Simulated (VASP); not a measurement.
# Ga3BSb2 (P-6m2) in VASP: further runs

Runs on Ga3BSb2. Level: PBE. Tasks: single point, relaxation of cell and atoms.

All numbers are computed with VASP 6.6.1; they aren't measurements. Logs are shortened: lines on timing, memory, paths and dates and some standing lists are left out, and cuts for length are marked.

## Step 1: The cell of the first run

Symmetry: P-6m2, No. 187, hexagonal system. Conventional cell: a = 4.948 Å, b = 4.948 Å, c = 7.571 Å, α = 90.00°, β = 90.00°, γ = 120.00°. Ga (site symmetry -6m2) has 6 Ga at 3.08 Å and 2 Sb at 3.79 Å within 4.1 Å. Within 3.1 Å of Ga (site symmetry 3m) lie 4 Ga at 2.33 to 3.08 Å and 1 Sb at 2.62 Å. Within 3.9 Å of B (site symmetry -6m2) lie 6 Sb at 2.86 Å and 6 Ga at 3.88 Å. Within 3.9 Å of Sb (site symmetry -6m2) lie 3 B at 2.86 Å and 3 Sb at 2.86 Å and 8 Ga at 3.79 to 3.88 Å. Within 3.5 Å of Sb (site symmetry -6m2) lie 2 Ga at 2.62 Å and 3 B at 2.86 Å and 3 Sb at 2.86 Å.

The cell was generated, and may not be a known phase.

## Step 2: Single point, PBE

Input file INCAR:

```
  PREC = Accurate
  ENCUT = 520
  EDIFF = 1E-6
  ISMEAR = 0
  SIGMA = 0.2
  LREAL = False
  LASPH = True
  NELM = 80
  ALGO = Normal
  ISIF = 2
  LWAVE = False
  LCHARG = True
  GGA = PE
  LELF = True
  LVHAR = True
  NBANDS = 35
```

Input file KPOINTS:

```
Automatic mesh
0
Gamma
  4 4 2
```

Input file POSCAR:

```
Ga3BSb2
1.0
    4.9480680275      0.0000000033      0.0000000000
   -2.4740340166      4.2851526098      0.0000000000
    0.0000000000      0.0000000000      7.5712961266
Ga B Sb
3 1 2
Direct
    0.6666666667      0.3333333333      0.0000000000
    0.0000000000      0.0000000000      0.1537987145
    0.0000000000      0.0000000000      0.8462012855
    0.3333333333      0.6666666667      0.5000000000
    0.6666666667      0.3333333333      0.5000000000
    0.0000000000      0.0000000000      0.5000000000
```

Potentials or basis: VASP PAW PBE potentials, release 64 (Ga_d, B, Sb).

Launch:

```console
$ cat potpaw_PBE.64/Ga_d/POTCAR potpaw_PBE.64/B/POTCAR potpaw_PBE.64/Sb/POTCAR > POTCAR
$ mpirun -np 1 vasp_std > vasp.out
```

OUTCAR:

```text
PREC = Accurate
   ENCUT = 520
   EDIFF = 1E-6
   ISMEAR = 0
   LREAL = False
   LASPH = True
   NELM = 80
   ISIF = 2
   GGA = PE

 ion  position               nearest neighbor table
   1  0.667  0.333  0.000-
   2  0.000  0.000  0.154-   3 2.33   6 2.62
   3  0.000  0.000  0.846-   2 2.33   6 2.62
   4  0.333  0.667  0.500-   5 2.86   6 2.86   5 2.86   6 2.86   6 2.86   5 2.86
   5  0.667  0.333  0.500-   4 2.86   6 2.86   4 2.86   6 2.86   6 2.86   4 2.86
   6  0.000  0.000  0.500-   2 2.62   3 2.62   4 2.86   5 2.86   4 2.86   5 2.86   5 2.86   4 2.86

  LATTYP: Found a hexagonal cell.
 ALAT       =     4.9480680275
 C/A-ratio  =     1.5301519875

  Lattice vectors:

 A1 = (   4.9480680275,   0.0000000033,   0.0000000000)
 A2 = (  -2.4740340166,   4.2851526098,   0.0000000000)
 A3 = (   0.0000000000,   0.0000000000,   7.5712961266)

Analysis of symmetry for initial positions (statically):
=====================================================================
 Subroutine PRICEL returns:
 Original cell was already a primitive cell.

 Routine SETGRP: Setting up the symmetry group for a
 hexagonal supercell.

 Subroutine GETGRP returns: Found 12 space group operations
 (whereof 12 operations were pure point group operations)
 out of a pool of 24 trial point group operations.

The static configuration has the point symmetry D_3h.

Analysis of symmetry for dynamics (positions and initial velocities):
=====================================================================
 Subroutine PRICEL returns:
 Original cell was already a primitive cell.

 Routine SETGRP: Setting up the symmetry group for a
 hexagonal supercell.

 Subroutine GETGRP returns: Found 12 space group operations
 (whereof 12 operations were pure point group operations)
 out of a pool of 24 trial point group operations.

The dynamic configuration has the point symmetry D_3h.

 Subroutine INISYM returns: Found 12 space group operations
 (whereof 12 operations are pure point group operations),
 and found     1 'primitive' translations

----------------------------------------------------------------------------------------

                                     Primitive cell

  volume of cell :     160.5359

  direct lattice vectors                    reciprocal lattice vectors
     4.948068027  0.000000003  0.000000000     0.202099081  0.116681959  0.000000000
    -2.474034017  4.285152610  0.000000000    -0.000000000  0.233363917  0.000000000
     0.000000000  0.000000000  7.571296127     0.000000000  0.000000000  0.132077782

  length of vectors
     4.948068027  4.948068027  7.571296127     0.233363917  0.233363917  0.132077782

  position of ions in fractional coordinates (direct lattice)
     0.666666667  0.333333333  0.000000000
     0.000000000  0.000000000  0.153798714
     0.000000000  0.000000000  0.846201286
     0.333333333  0.666666667  0.500000000
     0.666666667  0.333333333  0.500000000
     0.000000000  0.000000000  0.500000000

  ion indices of the primitive-cell ions
   primitive index   ion index
                 1           1
                 2           2
                 3           3
                 4           4
                 5           5
                 6           6

----------------------------------------------------------------------------------------

 KPOINTS: Automatic mesh

Automatic generation of k-mesh.
 Grid dimensions read from file:
 generate k-points for:    4    4    2

 Generating k-lattice:

  Cartesian coordinates                     Fractional coordinates (reciprocal lattice)
     0.050524770  0.029170490  0.000000000     0.250000000  0.000000000  0.000000000
    -0.000000000  0.058340979  0.000000000    -0.000000000  0.250000000  0.000000000
     0.000000000  0.000000000  0.066038891     0.000000000  0.000000000  0.500000000

  Length of vectors
     0.058340979  0.058340979  0.066038891

  Shift w.r.t. Gamma in fractional coordinates (k-lattice)
     0.000000000  0.000000000  0.000000000

 Subroutine IBZKPT returns following result:
 ===========================================

 Found      8 irreducible k-points:

 Following reciprocal coordinates:
            Coordinates               Weight
  0.000000  0.000000  0.000000      1.000000
  0.250000  0.000000  0.000000      6.000000
  0.500000  0.000000  0.000000      3.000000
  0.250000  0.250000  0.000000      6.000000
  0.000000  0.000000  0.500000      1.000000
  0.250000  0.000000  0.500000      6.000000
  0.500000  0.000000  0.500000      3.000000
  0.250000  0.250000  0.500000      6.000000
   k-points           NKPTS =      8   k-points in BZ     NKDIM =      8   number of bands    NBANDS=     35
   number of dos      NEDOS =    301   number of ions     NIONS =      6
   total plane-waves  NPLWV =  89600
   dimension x,y,z NGX =    40 NGY =   40 NGZ =   56
   dimension x,y,z NGXF=    80 NGYF=   80 NGZF=  112
   ions per type =               3   1   2
   NGX,Y,Z   is equivalent  to a cutoff of  13.44, 13.44, 12.30 a.u.
   NGXF,Y,Z  is equivalent  to a cutoff of  26.88, 26.88, 24.59 a.u.
 SYSTEM =  unknown system
   PREC   = accura    normal or accurate (medium, high low for compatibility)
   ISTART =      0    job   : 0-new  1-cont  2-samecut
   ICHARG =      2    charge: 1-file 2-atom 10-const
   ISPIN  =      1    spin polarized calculation?
   LNONCOLLINEAR =      F non collinear calculations
   LSORBIT =      F    spin-orbit coupling
   LASPH  =      T    aspherical Exc in radial PAW
   ENCUT  =  520.0 eV  38.22 Ry    6.18 a.u.   9.20  9.20 14.08*2*pi/ulx,y,z
   NELM   =     80;   NELMIN=  2; NELMDL= -5     # of ELM steps
   EDIFF  = 0.1E-05   stopping-criterion for ELM
   LREAL  =      F    real-space projection
   EDIFFG = 0.1E-04   stopping-criterion for IOM
   NSW    =      0    number of steps for IOM
   IBRION =     -1    ionic relax: 0-MD 1-quasi-New 2-CG
   NFREE  =      0    steps in history (QN), initial steepest desc. (CG)
   ISIF   =      2    stress and relaxation
   ISYM   =      2    0-nonsym 1-usesym 2-fastsym
   POTIM  = 0.5000    time-step for ionic-motion
   TEBEG  =    0.0;   TEEND  =   0.0 temperature during run
   PSTRESS=    0.0 pullay stress
   NELECT =      52.0000    total number of electrons
   NUPDOWN=      -1.0000    fix difference up-down
   EMIN   =  10.00;   EMAX   =-10.00  energy-range for DOS
   EFERMI =   0.00;   METHOD = LEGACY
   ISMEAR =     0;   SIGMA  =   0.20  broadening in eV -4-tet -1-fermi 0-gaus
   EFERMI_NEDOS =   21; number of points for ismear=-14 and -15
   IALGO  =     38    algorithm
   IMIX   =      4    mixing-type and parameters
     AMIX     =   0.40;   BMIX     =  1.00
     AMIX_MAG =   1.60;   BMIX_MAG =  1.00
  volume/ion in A,a.u.               =      26.76       180.56
  Fermi-wavevector in a.u.,A,eV,Ry     =   1.124308  2.124634 17.198689  1.264068
  Thomas-Fermi vector in A             =   2.260979
   LORBIT       =      0    0 simple, 1 ext, 2 COOP (PROOUT), +10 PAW based schemes
   GGA     = PE    functional components
   LHFCALC =     F    Hartree Fock is set to
   AEXX    =    0.0000 exact exchange contribution
   IVDW    =     0    specifies the selected vdW correction
   LEPSILON=     F    determine dielectric tensor
   LRPA    =     F    only Hartree local field effects (RPA)
 non-spin polarized calculation
 Gauss-broadening in eV      SIGMA  =   0.20
  energy-cutoff  :      520.00
  volume of cell :      160.54
 maximum number of plane-waves:      4360
 NGX is ok and might be reduce to    40
   NGX = 19   NGY = 19   NGZ = 29

 number of electron      52.0000022 magnetization

 Free energy of the ion-electron system (eV)
  ---------------------------------------------------
  ext. energy  EPLUGINS =         0.00000000
  ---------------------------------------------------
  free energy    TOTEN  =       -17.84929559 eV

  energy without entropy =      -17.78578449  energy(sigma->0) =      -17.81754004

 E-fermi :   4.1697     XC(G=0):  -9.0540

 val. band max:        4.1312876573   @ k =   0.5000   0.0000   0.5000
 cond. band min:       4.1901502014   @ k =   0.0000   0.0000   0.0000
 fundamental gap:      0.0588625441
 Fermi energy:         4.1696779857

 k-point     1 :       0.0000    0.0000    0.0000
  band No.  band energies     occupation
      1     -11.5876      2.00000
      2     -11.3102      2.00000
      3     -11.3102      2.00000
      4     -11.1539      2.00000
      5     -11.1539      2.00000
      6     -11.1195      2.00000
[... 27 lines left out ...]
     34       7.3594      0.00000
     35       7.3594      0.00000

 k-point     2 :       0.2500    0.0000    0.0000
  band No.  band energies     occupation
      1     -11.5854      2.00000
      2     -11.3104      2.00000
      3     -11.3090      2.00000
      4     -11.1563      2.00000
      5     -11.1550      2.00000
      6     -11.1163      2.00000
[... 27 lines left out ...]
     34       7.7174      0.00000
     35       8.6657      0.00000

 k-point     3 :       0.5000    0.0000    0.0000
  band No.  band energies     occupation
      1     -11.5834      2.00000
      2     -11.3105      2.00000
      3     -11.3077      2.00000
      4     -11.1589      2.00000
      5     -11.1562      2.00000
      6     -11.1130      2.00000
[... 27 lines left out ...]
     34       7.7342      0.00000
     35       8.2771      0.00000

 k-point     4 :       0.2500    0.2500    0.0000
  band No.  band energies     occupation
      1     -11.5834      2.00000
      2     -11.3105      2.00000
      3     -11.3077      2.00000
      4     -11.1608      2.00000
      5     -11.1542      2.00000
      6     -11.1127      2.00000
[... 27 lines left out ...]
     34       7.7851      0.00000
     35       8.0624      0.00000

 k-point     5 :       0.0000    0.0000    0.5000
  band No.  band energies     occupation
      1     -11.5707      2.00000
      2     -11.3081      2.00000
      3     -11.3081      2.00000
      4     -11.1538      2.00000
      5     -11.1538      2.00000
      6     -11.1196      2.00000
[... 27 lines left out ...]
     34       7.9994      0.00000
     35       7.9994      0.00000

 k-point     6 :       0.2500    0.0000    0.5000
  band No.  band energies     occupation
      1     -11.5703      2.00000
      2     -11.3079      2.00000
      3     -11.3068      2.00000
      4     -11.1562      2.00000
      5     -11.1550      2.00000
      6     -11.1163      2.00000
[... 27 lines left out ...]
     34       8.2590      0.00000
     35       8.8857      0.00000

 k-point     7 :       0.5000    0.0000    0.5000
  band No.  band energies     occupation
      1     -11.5700      2.00000
      2     -11.3077      2.00000
      3     -11.3055      2.00000
      4     -11.1588      2.00000
      5     -11.1561      2.00000
      6     -11.1130      2.00000
[... 27 lines left out ...]
     34       8.3992      0.00000
     35       8.8443      0.00000

 k-point     8 :       0.2500    0.2500    0.5000
  band No.  band energies     occupation
      1     -11.5700      2.00000
      2     -11.3078      2.00000
      3     -11.3053      2.00000
      4     -11.1608      2.00000
      5     -11.1541      2.00000
      6     -11.1127      2.00000
[... 27 lines left out ...]
     34       7.7698      0.00000
     35       9.7337      0.00000

------------------------ aborting loop because EDIFF is reached ----------------------------------------

  FORCE on cell =-STRESS in cart. coord.  units (eV):
  Direction    XX          YY          ZZ          XY          YZ          ZX
  --------------------------------------------------------------------------------------
  -------------------------------------------------------------------------------------
  Total        0.5745353      0.5745353      0.7550891      0.0000000     -0.0000000     -0.0000000
  in kB        5.7339656      5.7339656      7.5359258      0.0000000     -0.0000000     -0.0000000
  external PRESSURE =       6.3346190 kB  Pullay stress =       0.0000000 kB

 VOLUME and BASIS-vectors are now :
 -----------------------------------------------------------------------------
  energy-cutoff  :      520.00
  volume of cell :      160.54
      direct lattice vectors                 reciprocal lattice vectors
     4.948068027  0.000000003  0.000000000     0.202099081  0.116681959  0.000000000
    -2.474034017  4.285152610  0.000000000    -0.000000000  0.233363917  0.000000000
     0.000000000  0.000000000  7.571296127     0.000000000  0.000000000  0.132077782

 POSITION                                       TOTAL-FORCE (eV/Angst)
 -----------------------------------------------------------------------------------
      2.47403      1.42838      0.00000         0.000000      0.000000      0.000000
      0.00000      0.00000      1.16446        -0.000000     -0.000000      0.064504
      0.00000      0.00000      6.40684        -0.000000     -0.000000     -0.064504
     -0.00000      2.85677      3.78565         0.000000      0.000000      0.000000
      2.47403      1.42838      3.78565        -0.000000     -0.000000      0.000000
      0.00000      0.00000      3.78565        -0.000000     -0.000000      0.000000
 -----------------------------------------------------------------------------------
    total drift:                                0.000001     -0.000001      0.000000

  FREE ENERGIE OF THE ION-ELECTRON SYSTEM (eV)
  ---------------------------------------------------
  free  energy   TOTEN  =       -17.8492955863 eV

  energy  without entropy=      -17.7857844905  energy(sigma->0) =      -17.81754004
```

Run time: 1.7 min. Hardware: 1 thread of Intel Xeon 8259CL, shared host; peak memory 0.3 GiB.

Results:

| Property | Result |
| --- | --- |
| Free energy | -17.8493 eV |
| Pressure | 0.6 GPa |
| Largest force | 0.065 eV/Å |
| Band gap on the k mesh | zero (bands 26 and 27 overlap by 0.81 eV) |

Forces in eV/Å, atoms in the order of the input:
```
Ga   0.000  0.000  0.000
Ga   0.000  0.000  0.065
Ga   0.000  0.000 -0.065
B    0.000  0.000  0.000
Sb   0.000  0.000  0.000
Sb   0.000  0.000  0.000
```

Stress tensor (GPa, compression positive):
```
0.57 0.00 0.00
0.00 0.57 0.00
0.00 0.00 0.75
```

Caveat: the k points lie up to 0.41 Å⁻¹ apart, too coarse for converged energies and pressures of a metal; spin-orbit coupling is left out, which moves the levels of the heavy elements.

(Continued in part 2 of 2.)

The gap in the log of VASP goes by the Fermi energy; the results here count the filled bands.